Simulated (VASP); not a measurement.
Runs of VASP 6.6.1 on Se. The structure is that of space group Pm-3m (No. 221), or close to it. The cells are those of the table. 

```csv
cell,gap on the mesh (eV),pressure (GPa)
"a = 2.811 Å, 1 atom",none,(a)
"a = 2.787 Å, 1 atom",none,0.2
"a = 2.857 Å, 1 atom",none,-5.1
"a = 2.834 Å, 1 atom",none,-3.6
```

Alike in all rows: task electric field gradients; level PBEsol; potentials or basis VASP PAW PBE potentials, release 64 (Se); no spin polarisation; k mesh 12 × 12 × 12; cutoff (eV) 520; smearing fermi-dirac 0.03 eV.

Problem. Fill in the values left out.

Solution. (a) -1.8.

Caveats: the PAW data sets were made with another functional, which shifts forces and pressure a little.

A k mesh can miss the band edges, and the runs leave out spin-orbit coupling on Se.

A gap of «none» marks levels without a gap at the run's occupations.
